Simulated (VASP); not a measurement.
## ScAl3N4: single point with PBEsol

Crystal: ScAl3N4.

```xyz
8
Lattice="-3.2093 0.0000 0.0000 0.0000 5.6061 -0.0023 1.6047 -2.8010 -5.0353" Properties=species:S:1:pos:R:3 pbc="T T T"
Sc    0.0000    1.8531   -0.0605
Al   -1.6047    4.6888   -0.0025
Al   -1.6047    0.9153   -2.5576
Al    0.0000    3.7620   -2.4820
N    -1.6047   -0.9487   -3.0253
N     0.0000    1.8908   -3.0778
N    -1.6047    0.8180   -0.6779
N     0.0000    3.8442   -0.5733
```

```yaml
Program: VASP 6.6.1
Task: single point
Functional: PBEsol
Potentials_or_basis: VASP PAW PBE potentials, release 64 (Sc_sv, Al, N)
Cutoff: 600 eV
k_mesh: 6 × 6 × 6
Occupations: gaussian, width 0.1 eV
Spin: no spin polarisation
```

The pressure is 0.1 GPa. The largest force is 0.067 eV/Å. The band gap on the k mesh is 3.63 eV (least direct gap 3.74 eV).

Forces on the atoms (eV/Å):
```
Sc   0.000 -0.004 -0.008
Al   0.000  0.008  0.012
Al   0.000  0.015  0.003
Al   0.000 -0.011  0.006
N    0.000  0.002  0.045
N    0.000 -0.007 -0.008
N    0.000 -0.059 -0.033
N    0.000  0.055 -0.017
```

Stress tensor (GPa, compression positive):
```
0.05 0.00 0.00
0.00 0.07 0.01
0.00 0.01 0.21
```

Levels at points of the mesh, in eV from the valence-band top:
| k point | band 17 | band 18 | band 19 | band 20 | band 21 | band 22 | band 23 | band 24 |
| --- | --- | --- | --- | --- | --- | --- | --- | --- |
| (0.00, 0.00, 0.00) | -0.63 | -0.55 | -0.44 | -0.11 | 3.63 | 4.47 | 4.80 | 5.09 |
| (0.50, 0.00, 0.00) | -1.32 | -0.92 | -0.38 | -0.24 | 4.35 | 4.63 | 5.06 | 5.99 |
| (0.00, 0.50, 0.00) | -0.77 | -0.65 | -0.37 | -0.28 | 4.53 | 5.42 | 5.65 | 5.77 |
| (0.50, 0.50, 0.00) | -1.49 | -0.97 | -0.26 | -0.01 | 4.17 | 4.44 | 4.91 | 5.21 |
| (0.00, 0.00, 0.50) | -0.82 | -0.72 | -0.51 | -0.39 | 4.37 | 4.62 | 5.48 | 5.59 |
| (0.00, 0.50, 0.50) | -1.06 | -0.89 | -0.15 | -0.05 | 4.69 | 5.16 | 5.58 | 5.73 |

It took 5.2 min on 1 thread of Oxide Virtual Turin-like Processor, with other jobs on the host, peak memory 0.34 GiB.

Caveat: the PAW data sets were made with another functional, which shifts forces and pressure a little. A k mesh can miss the band edges.
